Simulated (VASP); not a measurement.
The system is PrBiC.

```
Pr Bi C
1.0
     3.58634    0.00000    0.00000
     0.00000    3.58634    0.00000
     0.00000    0.00000    6.64836
Pr Bi C
1 1 1
Direct
  0.50000 0.50000 0.00000
  0.50000 0.50000 0.50000
  0.00000 0.00000 0.00000
```

The cell was generated, and may not be a known phase.

```yaml
Program: VASP 6.6.1
Task: relaxation of cell and atoms
Functional: PBE
Potentials_or_basis: VASP PAW PBE potentials, release 64 (Pr_3, Bi_d, C), 4f in core
Cutoff: 600 eV
k_mesh: 6 × 6 × 4
Occupations: gaussian, width 0.1 eV
Spin: no spin polarisation
```

At the start: pressure -1.2 GPa; volume 28.50 Å³/atom.

**Question.** How do energy, volume and symmetry change on relaxing?

**Answer.** Over 5 steps the energy falls by 17.9 meV/atom and the volume is 28.34 Å³/atom (-0.6 %); space group P4/mmm (No. 123, to 0.1 Å) before and after.

Step by step:
```tsv
step	energy change (eV)	largest force (eV/Å)	pressure (GPa)	volume (Å³)
1	0.0000	0.0000	-1.18	85.51
2	-0.0460	0.0000	1.02	82.89
3	-0.0462	0.0000	0.86	83.06
4	-0.0533	0.0000	0.18	84.50
5	-0.0537	0.0000	-0.05	85.02
```

Final structure:
```
Pr Bi C
1.0
     3.51187    0.00000    0.00000
     0.00000    3.51187    0.00000
     0.00000    0.00000    6.89390
Pr Bi C
1 1 1
Direct
  0.50000 0.50000 0.00000
  0.50000 0.50000 0.50000
  0.00000 0.00000 0.00000
```
